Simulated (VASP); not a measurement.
Wanted: the native input for a VASP 6.6.1 run.

| Quantity | Value |
| --- | --- |
| Task | relaxation of cell and atoms |
| Functional | PBEsol |
| Potentials or basis | VASP PAW PBE potentials, release 64 (Fe, Si) |
| Cutoff | 600 eV |
| k mesh | 18 × 18 × 10 |
| Occupations | gaussian, width 0.1 eV |
| Spin | no spin polarisation |
| Target pressure | 90 GPa |
| Dipole correction | no |
| Further INCAR settings | ALGO = Normal; EDIFF = 1e-06; IBRION = 2; EDIFFG = -0.008; NSW = 70; ISIF = 3 |

The structure of FeSi2 lies in POSCAR:

```
FeSi2
1.0
    2.4384414471      0.0000000000      0.0000000000
    0.0000000000      2.4384414471      0.0000000000
    0.0000000000      0.0000000000      4.7665809532
Fe Si
1 2
Direct
    0.0000000000      0.0000000000      0.0000000000
    0.5000000000      0.5000000000      0.2768615426
    0.5000000000      0.5000000000      0.7231384574
```

One way to write it, as run:

INCAR

```
SYSTEM = FeSi2
PREC = Accurate ; ENCUT = 600
EDIFF = 1E-6 ; ISMEAR = 0
SIGMA = 0.1 ; LREAL = .FALSE.
LASPH = .TRUE. ; NELM = 100
ALGO = Normal ; ISIF = 3
LWAVE = .FALSE. ; LCHARG = .FALSE.
GGA = PS ; IBRION = 2
NSW = 70 ; EDIFFG = -0.008
PSTRESS = 900.0
```

KPOINTS

```
Automatic mesh
0
G
  18 18 10
  0 0 0
```

Potentials or basis: VASP PAW PBE potentials, release 64 (Fe, Si).

Launch:

```sh
$ cat potpaw_PBE.64/Fe/POTCAR potpaw_PBE.64/Si/POTCAR > POTCAR
$ mpirun -np 1 vasp_std > vasp.out
```

It gave:

```json
{
  "Relaxed volume": "9.41 Å³/atom",
  "Relaxed cell": "a = 2.425 Å, b = 2.425 Å, c = 4.801 Å, α = 90.00°, β = 90.00°, γ = 90.00°",
  "Space group after relaxing (to 0.05 Å)": "P4/mmm (No. 123)",
  "Energy change on relaxing (the enthalpy is what falls)": "+16.7 meV/atom",
  "Ionic steps": "7",
  "Pressure after relaxing": "90.0 GPa",
  "Band gap on the k mesh": "zero (band 8 reaches 14.53 eV, above the bottom of band 9 at 13.47 eV)"
}
```

Caveat: the cell is relaxed towards a set pressure, so the enthalpy falls and the energy may rise; the PAW data sets were made with another functional, which shifts forces and pressure a little.

Run time: 2.8 min on 1 thread of Intel(R) Xeon(R) 6975P-C (Granite Rapids), on a shared host, peak memory 0.28 GiB.
